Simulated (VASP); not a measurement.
# HgTe (F-43m) in VASP: electric field gradients with PBE

Aim: the electric field gradients of HgTe with PBE.

Everything below comes from runs of VASP 6.6.1. Logs are shortened: lines on timing, memory, paths and dates and some standing lists are left out, and cuts for length are marked.

### 1 The cell of the first run

The structure is cubic, space group F-43m (No. 216). Conventional cell: a = 6.447 Å, b = 6.447 Å, c = 6.447 Å, α = 90.00°, β = 90.00°, γ = 90.00°. Within 3.7 Å of Hg (site symmetry -43m) lie 4 Te at 2.79 Å. Te (site symmetry -43m) has 4 Hg at 2.79 Å within 3.7 Å.

### 2 Electric field gradients, PBE, non-collinear spin, zero start, spin-orbit coupling

INCAR

```
ALGO     = Normal         # electronic algorithm
EDIFF    = 1E-8           # SCF threshold, eV
ENCUT    = 520            # plane-wave cutoff, eV
GGA      = PE             # functional
GGA_COMPAT= False        
ISIF     = 2              # what is computed and relaxed
ISMEAR   = -1             # smearing method
LASPH    = True           # aspherical terms in the spheres
LCHARG   = False          # write CHGCAR
LEFG     = True         
LNONCOLLINEAR= True           # non-collinear magnetism
LORBIT   = 11             # projections on sites
LORBMOM  = True         
LREAL    = False          # projectors in reciprocal space
LSORBIT  = True           # spin-orbit coupling
LWAVE    = False          # write WAVECAR
MAGMOM   = 0 0 0 0 0 0    # initial moments
NBANDS   = 30             # bands
NELM     = 150            # most SCF steps
PREC     = Accurate       # precision mode
SIGMA    = 0.05           # smearing width, eV
```

KPOINTS

```
k-points
0
Gamma
  9 9 9
```

POSCAR

```
HgTe
1.0
    0.0000000000      3.2235000000      3.2235000000
    3.2235000000      0.0000000000      3.2235000000
    3.2235000000      3.2235000000      0.0000000000
Hg Te
1 1
Direct
    0.0000000000      0.0000000000      0.0000000000
    0.7500000000      0.7500000000      0.7500000000
```

Potentials or basis: VASP PAW PBE potentials, release 64 (Hg, Te).

Run with:

```console
$ cat potpaw_PBE.64/Hg/POTCAR potpaw_PBE.64/Te/POTCAR > POTCAR
$ mpirun -np 1 vasp_ncl > vasp.out
```

OUTCAR:

```text
EDIFF = 1E-8
   ENCUT = 520
   GGA = PE
   ISIF = 2
   ISMEAR = -1
   LASPH = True
   LNONCOLLINEAR = True
   LORBIT = 11
   LREAL = False
   LSORBIT = True
   NELM = 150
   PREC = Accurate

 ion  position               nearest neighbor table
   1  0.000  0.000  0.000-   2 2.79   2 2.79   2 2.79   2 2.79
   2  0.750  0.750  0.750-   1 2.79   1 2.79   1 2.79   1 2.79

  LATTYP: Found a face centered cubic cell.
 ALAT       =     6.4470000000

  Lattice vectors:

 A1 = (   0.0000000000,   3.2235000000,   3.2235000000)
 A2 = (   3.2235000000,   0.0000000000,   3.2235000000)
 A3 = (   3.2235000000,   3.2235000000,   0.0000000000)

Analysis of symmetry for initial positions (statically):
=====================================================================
 Subroutine PRICEL returns:
 Original cell was already a primitive cell.

 Routine SETGRP: Setting up the symmetry group for a
 face centered cubic supercell.

 Subroutine GETGRP returns: Found 24 space group operations
 (whereof 24 operations were pure point group operations)
 out of a pool of 48 trial point group operations.

The static configuration has the point symmetry T_d .

Analysis of symmetry for dynamics (positions and initial velocities):
=====================================================================
 Subroutine PRICEL returns:
 Original cell was already a primitive cell.

 Routine SETGRP: Setting up the symmetry group for a
 face centered cubic supercell.

 Subroutine GETGRP returns: Found 24 space group operations
 (whereof 24 operations were pure point group operations)
 out of a pool of 48 trial point group operations.

The dynamic configuration has the point symmetry T_d .

Analysis of structural, dynamic, and magnetic symmetry:
=====================================================================
 Subroutine PRICEL returns:
 Original cell was already a primitive cell.

 Routine SETGRP: Setting up the symmetry group for a
 face centered cubic supercell.

 Subroutine GETGRP returns: Found 24 space group operations
 (whereof 24 operations were pure point group operations)
 out of a pool of 48 trial point group operations.

The overall configuration has the point symmetry T_d .

 Subroutine INISYM returns: Found 24 space group operations
 (whereof 24 operations are pure point group operations),
 and found     1 'primitive' translations

----------------------------------------------------------------------------------------

                                     Primitive cell

  volume of cell :      66.9905

  direct lattice vectors                    reciprocal lattice vectors
     0.000000000  3.223500000  3.223500000    -0.155110904  0.155110904  0.155110904
     3.223500000  0.000000000  3.223500000     0.155110904 -0.155110904  0.155110904
     3.223500000  3.223500000  0.000000000     0.155110904  0.155110904 -0.155110904

  length of vectors
     4.558717418  4.558717418  4.558717418     0.268659967  0.268659967  0.268659967

  position of ions in fractional coordinates (direct lattice)
     0.000000000  0.000000000  0.000000000
     0.750000000  0.750000000  0.750000000

  ion indices of the primitive-cell ions
   primitive index   ion index
                 1           1
                 2           2

----------------------------------------------------------------------------------------

 KPOINTS: k-points

Automatic generation of k-mesh.
 Grid dimensions read from file:
 generate k-points for:    9    9    9

 Generating k-lattice:

  Cartesian coordinates                     Fractional coordinates (reciprocal lattice)
    -0.017234545  0.017234545  0.017234545     0.111111111  0.000000000  0.000000000
     0.017234545 -0.017234545  0.017234545     0.000000000  0.111111111  0.000000000
     0.017234545  0.017234545 -0.017234545     0.000000000  0.000000000  0.111111111

  Length of vectors
     0.029851107  0.029851107  0.029851107

  Shift w.r.t. Gamma in fractional coordinates (k-lattice)
     0.000000000  0.000000000  0.000000000

 Subroutine IBZKPT returns following result:
 ===========================================

 Found     55 irreducible k-points:

 Following reciprocal coordinates:
[... 100 lines left out ...]
 cond. band min:       3.8312822507   @ k =   0.1111   0.0000   0.0000
 fundamental gap:      0.4001671828
 Fermi energy:         3.4607093596

 k-point     1 :       0.0000    0.0000    0.0000
  band No.  band energies     occupation
      1      -8.8650      1.00000
      2      -8.8650      1.00000
      3      -5.0491      1.00000
      4      -5.0491      1.00000
      5      -5.0491      1.00000
      6      -5.0491      1.00000
[... 781 lines left out ...]
     29      12.7078      0.00000
     30      12.7078      0.00000

 [... further k-points ...]

------------------------ aborting loop because EDIFF is reached ----------------------------------------

  FORCE on cell =-STRESS in cart. coord.  units (eV):
  Direction    XX          YY          ZZ          XY          YZ          ZX
  --------------------------------------------------------------------------------------
  -------------------------------------------------------------------------------------
  Total        1.6273679      1.6273679      1.6273679      0.0000000     -0.0000000      0.0000000
  in kB       38.9209392     38.9209392     38.9209392      0.0000000     -0.0000000      0.0000000
  external PRESSURE =      38.9209392 kB  Pullay stress =       0.0000000 kB

 VOLUME and BASIS-vectors are now :
 -----------------------------------------------------------------------------
  energy-cutoff  :      520.00
  volume of cell :       66.99
      direct lattice vectors                 reciprocal lattice vectors
     0.000000000  3.223500000  3.223500000    -0.155110904  0.155110904  0.155110904
     3.223500000  0.000000000  3.223500000     0.155110904 -0.155110904  0.155110904
     3.223500000  3.223500000  0.000000000     0.155110904  0.155110904 -0.155110904

 POSITION                                       TOTAL-FORCE (eV/Angst)
 -----------------------------------------------------------------------------------
      0.00000      0.00000      0.00000        -0.000000     -0.000000     -0.000000
      4.83525      4.83525      4.83525         0.000000      0.000000      0.000000
 -----------------------------------------------------------------------------------
    total drift:                                0.000000      0.000000      0.000000

  FREE ENERGIE OF THE ION-ELECTRON SYSTEM (eV)
  ---------------------------------------------------
  free  energy   TOTEN  =        -3.9744046476 eV

  energy  without entropy=       -3.9740483754  energy(sigma->0) =       -3.97422651

 Electric field gradients (V/A^2)
---------------------------------------------------------------------
 ion       V_xx      V_yy      V_zz      V_xy      V_xz      V_yz
---------------------------------------------------------------------
   1      -0.000    -0.000    -0.000    -0.000    -0.000    -0.000
   2       0.000     0.000     0.000    -0.000    -0.000    -0.000
---------------------------------------------------------------------

 Electric field gradients after diagonalization (V/A^2)
 (convention: |V_zz| > |V_xx| > |V_yy|)
----------------------------------------------------------------------
 ion       V_xx      V_yy      V_zz     asymmetry (V_yy - V_xx)/ V_zz
----------------------------------------------------------------------
   1       0.000     0.000    -0.001       0.000
   2       0.000     0.000    -0.000       0.000
----------------------------------------------------------------------

           NMR quadrupolar parameters

 Cq : quadrupolar parameter    Cq=e*Q*V_zz/h
 eta: asymmetry parameters     (V_yy - V_xx)/ V_zz
 Q  : nuclear electric quadrupole moment in mb (millibarn)
----------------------------------------------------------------------
 ion       Cq(MHz)       eta       Q (mb)
----------------------------------------------------------------------
   1      -0.000       0.000       1.000
   2      -0.000       0.000       1.000
----------------------------------------------------------------------

 orbital moment (x)

 # of ion     p       d       tot
 ----------------------------------------
  1        -0.000   0.000   0.000
  2         0.000   0.000   0.000
 ----------------------------------------
            0.000   0.000   0.000

 orbital moment (y)

 # of ion     p       d       tot
 ----------------------------------------
  1         0.000  -0.000  -0.000
  2         0.000   0.000   0.000
 ----------------------------------------
            0.000  -0.000  -0.000

 orbital moment (z)

 # of ion     p       d       tot
 ----------------------------------------
  1         0.000   0.000   0.000
  2         0.000  -0.000  -0.000
 ----------------------------------------
            0.000  -0.000  -0.000

 Spin-Orbit-Coupling matrix elements

 Ion:    1  E_soc:     -0.6012575
 l=   1
     0.0000000    -0.0330323    -0.0330323
    -0.0330323     0.0000000    -0.0330323
    -0.0330323    -0.0330323     0.0000000
 l=   2
     0.0000000    -0.0133673     0.0000000    -0.0133673    -0.0538100
    -0.0133673     0.0000000    -0.0403575    -0.0133673    -0.0134525
     0.0000000    -0.0403575     0.0000000    -0.0403575     0.0000000
    -0.0133673    -0.0133673    -0.0403575     0.0000000    -0.0134525
    -0.0538100    -0.0134525     0.0000000    -0.0134525     0.0000000
 l=   3
     0.0000000     0.0000000     0.0000000     0.0000000     0.0000000     0.0000000     0.0000000
     0.0000000     0.0000000     0.0000000     0.0000000     0.0000000     0.0000000     0.0000000
     0.0000000     0.0000000     0.0000000     0.0000000     0.0000000     0.0000000     0.0000000
     0.0000000     0.0000000     0.0000000     0.0000000     0.0000000     0.0000000     0.0000000
     0.0000000     0.0000000     0.0000000     0.0000000     0.0000000     0.0000000     0.0000000
     0.0000000     0.0000000     0.0000000     0.0000000     0.0000000     0.0000000     0.0000000
     0.0000000     0.0000000     0.0000000     0.0000000     0.0000000     0.0000000     0.0000000

 Ion:    2  E_soc:     -0.2167777
 l=   1
     0.0000000    -0.0359806    -0.0359806
    -0.0359806     0.0000000    -0.0359806
    -0.0359806    -0.0359806     0.0000000
 l=   2
     0.0000000    -0.0000564     0.0000000    -0.0000564    -0.0000926
    -0.0000564     0.0000000    -0.0000694    -0.0000564    -0.0000231
     0.0000000    -0.0000694     0.0000000    -0.0000694     0.0000000
    -0.0000564    -0.0000564    -0.0000694     0.0000000    -0.0000231
    -0.0000926    -0.0000231     0.0000000    -0.0000231     0.0000000
 l=   3
     0.0000000     0.0000000     0.0000000     0.0000000     0.0000000     0.0000000     0.0000000
     0.0000000     0.0000000     0.0000000     0.0000000     0.0000000     0.0000000     0.0000000
     0.0000000     0.0000000     0.0000000     0.0000000     0.0000000     0.0000000     0.0000000
     0.0000000     0.0000000     0.0000000     0.0000000     0.0000000     0.0000000     0.0000000
     0.0000000     0.0000000     0.0000000     0.0000000     0.0000000     0.0000000     0.0000000
     0.0000000     0.0000000     0.0000000     0.0000000     0.0000000     0.0000000     0.0000000
     0.0000000     0.0000000     0.0000000     0.0000000     0.0000000     0.0000000     0.0000000

 total charge

# of ion       s       p       d       tot
------------------------------------------
    1        0.753   0.439   9.357  10.549
    2        1.369   1.978   0.035   3.382
--------------------------------------------------
tot          2.122   2.417   9.392  13.931

 magnetization (x)

# of ion       s       p       d       tot
------------------------------------------
    1       -0.000  -0.000   0.000  -0.000
    2        0.000   0.000  -0.000   0.000
--------------------------------------------------
tot         -0.000   0.000  -0.000   0.000

 magnetization (y)

# of ion       s       p       d       tot
------------------------------------------
    1        0.000   0.000   0.000   0.000
    2        0.000   0.000   0.000   0.000
--------------------------------------------------
tot          0.000   0.000   0.000   0.000

 magnetization (z)

# of ion       s       p       d       tot
------------------------------------------
    1       -0.000   0.000   0.000   0.000
    2        0.000   0.000  -0.000   0.000
--------------------------------------------------
tot         -0.000   0.000   0.000   0.000
```

Run time: 9.4 min. Hardware: 1 thread of Intel Xeon 8259CL, shared host; peak memory 0.48 GiB.

What came out:

```
Free energy                                           : -3.9744 eV
Pressure                                              : 3.9 GPa
Net moment                                            : 0.00 μB per cell
Largest electric field gradient by atom               : zero within the noise of the run
Valence electrons inside the program's atomic spheres : Hg 10.55; Te 3.38
```

Moments on the atoms (μB; x, y, z):
```
Hg  0.00 0.00 0.00
Te  0.00 0.00 0.00
```

Caveat: the cell stands under pressure.
